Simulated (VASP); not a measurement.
Set up this calculation in VASP 6.6.1, as the native input.

| Quantity | Value |
| --- | --- |
| Task | single point |
| Functional | BLYP |
| Potentials or basis | VASP PAW PBE potentials, release 64 (La) |
| Cutoff | 520 eV |
| k mesh | 12 × 12 × 4 |
| Occupations | fermi-dirac, width 0.1 eV |
| Spin | no spin polarisation |
| Dipole correction | no |
| Further INCAR settings | ALGO = Normal; EDIFF = 1e-06; NBANDS = 30 |

The structure of La lies in POSCAR:

```
La
1.0
    3.8621009785      0.0000000000      0.0000000000
   -1.9310504892      3.3446775594      0.0000000000
    0.0000000000      0.0000000000     12.4160253349
La
4
Direct
    1.0000000000      1.0000000000      0.0000000000
    0.0000000000      1.0000000000      0.5000000000
    0.3333333333      0.6666666667      0.7500000000
    0.6666666667      0.3333333333      0.2500000000
```

One way to write it, as run:

INCAR

```
PREC     = Accurate       # precision mode
ENCUT    = 520            # plane-wave cutoff, eV
EDIFF    = 1E-6           # SCF threshold, eV
ISMEAR   = -1             # smearing method
SIGMA    = 0.1            # smearing width, eV
LREAL    = F              # projectors in reciprocal space
LASPH    = T              # aspherical terms in the spheres
NELM     = 100            # most SCF steps
ALGO     = Normal         # electronic algorithm
ISIF     = 2              # what is computed and relaxed
LWAVE    = F              # write WAVECAR
LCHARG   = T              # write CHGCAR
GGA      = B5             # functional
ALDAX    = 1.0          
AGGAX    = 1.0          
AGGAC    = 1.0          
ALDAC    = 0.0          
LELF     = T              # ELF
LVHAR    = T            
NBANDS   = 30             # bands
```

KPOINTS

```
regular mesh
0
Gamma
  12 12 4
```

Potentials or basis: VASP PAW PBE potentials, release 64 (La).

Run with:

```bash
$ cat potpaw_PBE.64/La/POTCAR > POTCAR
$ mpirun -np 1 vasp_std > vasp.out
```

Results of the run:

The pressure is 0.0 GPa and the band gap on the k mesh is zero (bands 22 and 23 overlap by 0.92 eV).

Caveat: the PAW data sets were made with another functional, which shifts forces and pressure a little; spin-orbit coupling is left out, which moves the levels of the heavy elements.

Run time: 7.9 min on 1 thread of Intel Xeon 8259CL, on a shared host, peak memory 0.4 GiB.
